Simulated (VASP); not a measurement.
# Re (P6_3/mmc) in VASP: a series of runs

The runs below take Re through single point, with PBE.

All numbers are computed with VASP 6.6.1; they aren't measurements. Logs are shortened: lines on timing, memory, paths and dates and some standing lists are left out, and cuts for length are marked.

## 1. The cell of the first run

It takes space group P6_3/mmc (No. 194, hexagonal). The conventional cell has a = 2.523 Å, b = 2.523 Å, c = 4.071 Å, α = 90.00°, β = 90.00°, γ = 120.00°. Re (site symmetry -6m2) has 12 Re at 2.50 to 2.52 Å within 3.3 Å.

## 2. Single point, PBE

Input file INCAR:

```
SYSTEM = Re
PREC = Accurate ; ENCUT = 520
EDIFF = 1E-7 ; ISMEAR = -1
SIGMA = 0.08 ; LREAL = .False.
LASPH = .True. ; NELM = 60
ALGO = Normal ; ISIF = 2
LWAVE = .False. ; LCHARG = .False.
GGA = PE ; NBANDS = 14
```

Input file KPOINTS:

```
Automatic mesh
0
Gamma
  16 16 9
  0 0 0
```

Input file POSCAR:

```
Re
1.0
    2.5225032543      0.0000000000      0.0000000000
   -1.2612516272      2.1845518993      0.0000000000
    0.0000000000      0.0000000000      4.0706868891
Re
2
Direct
    0.3333333333      0.6666666667      0.2500000000
    0.6666666667      0.3333333333      0.7500000000
```

Potentials or basis: VASP PAW PBE potentials, release 64 (Re).

Started as:

```
cat potpaw_PBE.64/Re/POTCAR > POTCAR
mpirun -np 1 vasp_std > vasp.out
```

OUTCAR:

```text
SYSTEM = Re
   PREC = Accurate
   ENCUT = 520
   EDIFF = 1E-7
   ISMEAR = -1
   LREAL = .False.
   LASPH = .True.
   NELM = 60
   ISIF = 2
   GGA = PE

 ion  position               nearest neighbor table
   1  0.333  0.667  0.250-   2 2.50   2 2.50   2 2.50   2 2.50   2 2.50   2 2.50
   2  0.667  0.333  0.750-   1 2.50   1 2.50   1 2.50   1 2.50   1 2.50   1 2.50

  LATTYP: Found a hexagonal cell.
 ALAT       =     2.5225032543
 C/A-ratio  =     1.6137489148

  Lattice vectors:

 A1 = (   2.5225032543,   0.0000000000,   0.0000000000)
 A2 = (  -1.2612516272,   2.1845518993,   0.0000000000)
 A3 = (   0.0000000000,   0.0000000000,   4.0706868891)

Analysis of symmetry for initial positions (statically):
=====================================================================
 Subroutine PRICEL returns:
 Original cell was already a primitive cell.

 Routine SETGRP: Setting up the symmetry group for a
 hexagonal supercell.

 Subroutine GETGRP returns: Found 24 space group operations
 (whereof 12 operations were pure point group operations)
 out of a pool of 24 trial point group operations.

The static configuration has the point symmetry D_3d.
 The point group associated with its full space group is D_6h.

Analysis of symmetry for dynamics (positions and initial velocities):
=====================================================================
 Subroutine PRICEL returns:
 Original cell was already a primitive cell.

 Routine SETGRP: Setting up the symmetry group for a
 hexagonal supercell.

 Subroutine GETGRP returns: Found 24 space group operations
 (whereof 12 operations were pure point group operations)
 out of a pool of 24 trial point group operations.

The dynamic configuration has the point symmetry D_3d.
 The point group associated with its full space group is D_6h.

 Subroutine INISYM returns: Found 24 space group operations
 (whereof 12 operations are pure point group operations),
 and found     1 'primitive' translations

----------------------------------------------------------------------------------------

                                     Primitive cell

  volume of cell :      22.4317

  direct lattice vectors                    reciprocal lattice vectors
     2.522503254  0.000000000  0.000000000     0.396431600  0.228879891  0.000000000
    -1.261251627  2.184551899  0.000000000     0.000000000  0.457759781  0.000000000
     0.000000000  0.000000000  4.070686889     0.000000000  0.000000000  0.245658786

  length of vectors
     2.522503254  2.522503254  4.070686889     0.457759781  0.457759781  0.245658786

  position of ions in fractional coordinates (direct lattice)
     0.333333333  0.666666667  0.250000000
     0.666666667  0.333333333  0.750000000

  ion indices of the primitive-cell ions
   primitive index   ion index
                 1           1
                 2           2

----------------------------------------------------------------------------------------

 KPOINTS: Automatic mesh

Automatic generation of k-mesh.
 Grid dimensions read from file:
 generate k-points for:   16   16    9

 Generating k-lattice:

  Cartesian coordinates                     Fractional coordinates (reciprocal lattice)
     0.024776975  0.014304993  0.000000000     0.062500000  0.000000000  0.000000000
     0.000000000  0.028609986  0.000000000     0.000000000  0.062500000  0.000000000
     0.000000000  0.000000000  0.027295421     0.000000000  0.000000000  0.111111111

  Length of vectors
     0.028609986  0.028609986  0.027295421

  Shift w.r.t. Gamma in fractional coordinates (k-lattice)
     0.000000000  0.000000000  0.000000000

 Subroutine IBZKPT returns following result:
 ===========================================

 Found    150 irreducible k-points:

 Following reciprocal coordinates:
            Coordinates               Weight
  0.000000  0.000000  0.000000      1.000000
  0.062500  0.000000  0.000000      6.000000
  0.125000  0.000000  0.000000      6.000000
  0.187500 -0.000000  0.000000      6.000000
  0.250000  0.000000  0.000000      6.000000
  0.312500  0.000000  0.000000      6.000000
[... 16 lines left out ...]
  0.187500  0.187500  0.000000      6.000000
  0.250000  0.187500  0.000000     12.000000
 [... further k-points ...]
   k-points           NKPTS =    150   k-points in BZ     NKDIM =    150   number of bands    NBANDS=     14
   number of dos      NEDOS =    301   number of ions     NIONS =      2
   total plane-waves  NPLWV =  12000
   dimension x,y,z NGX =    20 NGY =   20 NGZ =   30
   dimension x,y,z NGXF=    40 NGYF=   40 NGZF=   60
   ions per type =               2
   NGX,Y,Z   is equivalent  to a cutoff of  13.18, 13.18, 12.25 a.u.
   NGXF,Y,Z  is equivalent  to a cutoff of  26.36, 26.36, 24.50 a.u.
 SYSTEM =  Re
   PREC   = accura    normal or accurate (medium, high low for compatibility)
   ISTART =      0    job   : 0-new  1-cont  2-samecut
   ICHARG =      2    charge: 1-file 2-atom 10-const
   ISPIN  =      1    spin polarized calculation?
   LNONCOLLINEAR =      F non collinear calculations
   LSORBIT =      F    spin-orbit coupling
   LASPH  =      T    aspherical Exc in radial PAW
   ENCUT  =  520.0 eV  38.22 Ry    6.18 a.u.   4.69  4.69  7.57*2*pi/ulx,y,z
   NELM   =     60;   NELMIN=  2; NELMDL= -5     # of ELM steps
   EDIFF  = 0.1E-06   stopping-criterion for ELM
   LREAL  =      F    real-space projection
   EDIFFG = 0.1E-05   stopping-criterion for IOM
   NSW    =      0    number of steps for IOM
   IBRION =     -1    ionic relax: 0-MD 1-quasi-New 2-CG
   NFREE  =      0    steps in history (QN), initial steepest desc. (CG)
   ISIF   =      2    stress and relaxation
   ISYM   =      2    0-nonsym 1-usesym 2-fastsym
   POTIM  = 0.5000    time-step for ionic-motion
   TEBEG  =    0.0;   TEEND  =   0.0 temperature during run
   PSTRESS=    0.0 pullay stress
   NELECT =      14.0000    total number of electrons
   NUPDOWN=      -1.0000    fix difference up-down
   EMIN   =  10.00;   EMAX   =-10.00  energy-range for DOS
   EFERMI =   0.00;   METHOD = LEGACY
   ISMEAR =    -1;   SIGMA  =   0.08  broadening in eV -4-tet -1-fermi 0-gaus
   EFERMI_NEDOS =   21; number of points for ismear=-14 and -15
   IALGO  =     38    algorithm
   IMIX   =      4    mixing-type and parameters
     AMIX     =   0.40;   BMIX     =  1.00
     AMIX_MAG =   1.60;   BMIX_MAG =  1.00
  volume/ion in A,a.u.               =      11.22        75.69
  Fermi-wavevector in a.u.,A,eV,Ry     =   1.399040  2.643803 26.630873  1.957314
  Thomas-Fermi vector in A             =   2.522139
   LORBIT       =      0    0 simple, 1 ext, 2 COOP (PROOUT), +10 PAW based schemes
   GGA     = PE    functional components
   LHFCALC =     F    Hartree Fock is set to
   AEXX    =    0.0000 exact exchange contribution
   IVDW    =     0    specifies the selected vdW correction
   LEPSILON=     F    determine dielectric tensor
   LRPA    =     F    only Hartree local field effects (RPA)
 non-spin polarized calculation
  energy-cutoff  :      520.00
  volume of cell :       22.43
 maximum number of plane-waves:       616
 NGX is ok and might be reduce to    20

 number of electron      14.0000001 magnetization

 Free energy of the ion-electron system (eV)
  ---------------------------------------------------
  ext. energy  EPLUGINS =         0.00000000
  ---------------------------------------------------
  free energy    TOTEN  =       -21.27136112 eV

  energy without entropy =      -21.24558606  energy(sigma->0) =      -21.25847359

 E-fermi :  11.6954     XC(G=0): -15.2712

 val. band max:       11.6947430746   @ k =   0.2500   0.1875   0.4444
 cond. band min:      11.7116738310   @ k =   0.1875   0.1250   0.4444
 fundamental gap:      0.0169307564
 Fermi energy:        11.6954424664

 k-point     1 :       0.0000    0.0000    0.0000
  band No.  band energies     occupation
      1      -0.0338      2.00000
      2       2.7383      2.00000
      3       9.1216      2.00000
      4       9.1216      2.00000
      5       9.1872      2.00000
      6      10.4143      2.00000
      7      10.4143      2.00000
      8      11.7591      0.62213
      9      11.7591      0.62213
     10      13.3479      0.00000
     11      16.3725      0.00000
     12      16.3725      0.00000
     13      25.4499      0.00000
     14      25.9752      0.00000

 k-point     2 :       0.0625    0.0000    0.0000
  band No.  band energies     occupation
      1       0.1929      2.00000
      2       2.9522      2.00000
      3       8.5291      2.00000
      4       9.3334      2.00000
      5       9.6940      2.00000
      6      10.2418      2.00000
      7      10.6187      2.00000
      8      11.3677      1.96729
      9      11.5614      1.68450
     10      12.5660      0.00004
     11      16.5305      0.00000
     12      17.5150      0.00000
     13      25.5999      0.00000
     14      26.5080      0.00000

 k-point     3 :       0.1250    0.0000    0.0000
  band No.  band energies     occupation
      1       0.8349      2.00000
      2       3.5243      2.00000
      3       7.8223      2.00000
      4       9.7360      2.00000
      5       9.9598      2.00000
      6      10.0089      2.00000
      7      10.3755      2.00000
      8      11.0687      1.99921
      9      11.2213      1.99468
     10      11.8551      0.23935
     11      16.9041      0.00000
     12      19.5279      0.00000
     13      25.8072      0.00000
     14      27.9881      0.00000
[... 324 lines left out ...]
 k-point    23 :       0.1875    0.1875    0.0000
  band No.  band energies     occupation
      1       4.3791      2.00000
      2       5.6971      2.00000
      3       5.7192      2.00000
      4       5.9455      2.00000
      5       8.4481      2.00000
      6       9.3617      2.00000
      7      10.9680      1.99978
      8      12.4456      0.00017
      9      14.8705      0.00000
     10      16.5329      0.00000
     11      17.2942      0.00000
     12      24.8310      0.00000
     13      26.6637      0.00000
     14      29.2673      0.00000

 k-point    24 :       0.2500    0.1875    0.0000
  band No.  band energies     occupation
      1       4.8924      2.00000
      2       5.0669      2.00000
      3       5.3586      2.00000
      4       6.7458      2.00000
      5       8.2240      2.00000
      6       9.9450      2.00000
      7      10.4557      2.00000
      8      13.3430      0.00000
      9      16.2088      0.00000
     10      17.2391      0.00000
     11      18.4083      0.00000
     12      24.9224      0.00000
     13      26.7300      0.00000
     14      27.1284      0.00000

 [... further k-points ...]
[... 5 lines left out ...]
  --------------------------------------------------------------------------------------
  -------------------------------------------------------------------------------------
  Total       27.9527386     27.9527386     27.9254650     -0.0000000      0.0000000      0.0000000
  in kB     1996.5176074   1996.5176073   1994.5695978     -0.0000000      0.0000000      0.0000000
  external PRESSURE =    1995.8682709 kB  Pullay stress =       0.0000000 kB

 VOLUME and BASIS-vectors are now :
 -----------------------------------------------------------------------------
  energy-cutoff  :      520.00
  volume of cell :       22.43
      direct lattice vectors                 reciprocal lattice vectors
     2.522503254  0.000000000  0.000000000     0.396431600  0.228879891  0.000000000
    -1.261251627  2.184551899  0.000000000     0.000000000  0.457759781  0.000000000
     0.000000000  0.000000000  4.070686889     0.000000000  0.000000000  0.245658786

 POSITION                                       TOTAL-FORCE (eV/Angst)
 -----------------------------------------------------------------------------------
     -0.00000      1.45637      1.01767         0.000000     -0.000000      0.000000
      1.26125      0.72818      3.05302        -0.000000      0.000000      0.000000
 -----------------------------------------------------------------------------------
    total drift:                                0.000000     -0.000000     -0.000000

  FREE ENERGIE OF THE ION-ELECTRON SYSTEM (eV)
  ---------------------------------------------------
  free  energy   TOTEN  =       -21.2713611217 eV

  energy  without entropy=      -21.2455860597  energy(sigma->0) =      -21.25847359
```

Run time: 39 s. Hardware: 1 thread of Intel Xeon 6975P-C, shared host; peak memory 0.17 GiB.

Results:

* Free energy: -21.2714 eV
* Pressure: 199.6 GPa
* Band gap on the k mesh: zero (band 7 reaches 14.40 eV, above the bottom of band 8 at 9.10 eV)

Levels at points of the mesh, in eV from the Fermi level:
```csv
k point,band 5,band 6,band 7,band 8,band 9,band 10
"(0.00, 0.00, 0.00)",-2.51,-1.28,-1.28,0.06,0.06,1.65
"(0.50, 0.00, 0.00)",-1.80,-1.56,-0.76,5.82,6.49,6.67
```

Caveat: spin-orbit coupling is left out, which moves the levels of the heavy elements.

## 3. Single point, PBE

Input file INCAR:

```
SYSTEM = Re
PREC = Accurate
ENCUT = 520
EDIFF = 1E-7
ISMEAR = -1
SIGMA = 0.08
LREAL = .FALSE.
LASPH = .TRUE.
NELM = 80
ALGO = Normal
ISIF = 2
LWAVE = .FALSE.
LCHARG = .FALSE.
GGA = PE
NBANDS = 14
```

Input file KPOINTS:

```
regular mesh
0
G
  16 16 9
  0 0 0
```

Edit POSCAR of step 2 so:

```diff
@@ -4,3 +4,3 @@
    -1.2612516272      2.1845518993      0.0000000000
-    0.0000000000      0.0000000000      4.0706868891
+    0.0000000000      0.0000000000      4.0706868892
 Re
```

Potentials or basis: VASP PAW PBE potentials, release 64 (Re).

Started as:

```
cat potpaw_PBE.64/Re/POTCAR > POTCAR
mpirun -np 1 vasp_std > vasp.out
```

OUTCAR:

```text
SYSTEM = Re
   PREC = Accurate
   ENCUT = 520
   EDIFF = 1E-7
   ISMEAR = -1
   LREAL = .FALSE.
   LASPH = .TRUE.
   NELM = 80
   ISIF = 2
   GGA = PE

 ion  position               nearest neighbor table
   1  0.333  0.667  0.250-   2 2.50   2 2.50   2 2.50   2 2.50   2 2.50   2 2.50
   2  0.667  0.333  0.750-   1 2.50   1 2.50   1 2.50   1 2.50   1 2.50   1 2.50

  LATTYP: Found a hexagonal cell.
 ALAT       =     2.5225032543
 C/A-ratio  =     1.6137489148

  Lattice vectors:

 A1 = (   2.5225032543,   0.0000000000,   0.0000000000)
 A2 = (  -1.2612516272,   2.1845518993,   0.0000000000)
 A3 = (   0.0000000000,   0.0000000000,   4.0706868892)

Analysis of symmetry for initial positions (statically):
=====================================================================
 Subroutine PRICEL returns:
 Original cell was already a primitive cell.

 Routine SETGRP: Setting up the symmetry group for a
 hexagonal supercell.

 Subroutine GETGRP returns: Found 24 space group operations
 (whereof 12 operations were pure point group operations)
[... 169 lines left out ...]
 cond. band min:      11.7116738320   @ k =   0.1875   0.1250   0.4444
 fundamental gap:      0.0169307568
 Fermi energy:        11.6954424675

 k-point     1 :       0.0000    0.0000    0.0000
  band No.  band energies     occupation
      1      -0.0338      2.00000
      2       2.7383      2.00000
      3       9.1216      2.00000
      4       9.1216      2.00000
      5       9.1872      2.00000
      6      10.4143      2.00000
      7      10.4143      2.00000
      8      11.7591      0.62213
      9      11.7591      0.62213
     10      13.3479      0.00000
     11      16.3725      0.00000
     12      16.3725      0.00000
     13      25.4499      0.00000
     14      25.9752      0.00000
[... 377 lines left out ...]
      1       4.8924      2.00000
      2       5.0669      2.00000
      3       5.3586      2.00000
      4       6.7458      2.00000
      5       8.2240      2.00000
      6       9.9450      2.00000
      7      10.4557      2.00000
      8      13.3430      0.00000
      9      16.2088      0.00000
     10      17.2391      0.00000
     11      18.4083      0.00000
     12      24.9224      0.00000
     13      26.7300      0.00000
     14      27.1284      0.00000

 [... further k-points ...]
[... 5 lines left out ...]
  --------------------------------------------------------------------------------------
  -------------------------------------------------------------------------------------
  Total       27.9527385     27.9527385     27.9254649     -0.0000000     -0.0000000     -0.0000000
  in kB     1996.5176021   1996.5176020   1994.5695953     -0.0000000     -0.0000000     -0.0000000
  external PRESSURE =    1995.8682665 kB  Pullay stress =       0.0000000 kB

 VOLUME and BASIS-vectors are now :
 -----------------------------------------------------------------------------
  energy-cutoff  :      520.00
  volume of cell :       22.43
      direct lattice vectors                 reciprocal lattice vectors
     2.522503254  0.000000000  0.000000000     0.396431600  0.228879891  0.000000000
    -1.261251627  2.184551899  0.000000000     0.000000000  0.457759781  0.000000000
     0.000000000  0.000000000  4.070686889     0.000000000  0.000000000  0.245658786

 POSITION                                       TOTAL-FORCE (eV/Angst)
 -----------------------------------------------------------------------------------
     -0.00000      1.45637      1.01767        -0.000000      0.000000      0.000000
      1.26125      0.72818      3.05302         0.000000      0.000000      0.000000
 -----------------------------------------------------------------------------------
    total drift:                                0.000000     -0.000000     -0.000000

  FREE ENERGIE OF THE ION-ELECTRON SYSTEM (eV)
  ---------------------------------------------------
  free  energy   TOTEN  =       -21.2713611210 eV

  energy  without entropy=      -21.2455860590  energy(sigma->0) =      -21.25847359
```

stdout:

```text
POSCAR found type information on POSCAR Re
 POSCAR found :  1 types and       2 ions
 scaLAPACK will be used
 LDA part: xc-table for (Slater+PW92), standard interpolation
 POSCAR, INCAR and KPOINTS ok, starting setup
 FFT: planning ... GRIDC
 FFT: planning ... GRID_SOFT
 FFT: planning ... GRID
 WAVECAR not read
 entering main loop
```

It took 38 s on 1 thread of Intel Xeon 6975P-C, shared host; peak memory 0.17 GiB.

Results:

```yaml
Free_energy: -21.2714 eV
Pressure: 199.6 GPa
Band_gap_on_the_k_mesh: zero (band 7 reaches 14.40 eV, above the bottom of band 8 at 9.10 eV)
```

Caveat: spin-orbit coupling is left out, which moves the levels of the heavy elements.

[end of part 1 of 2]
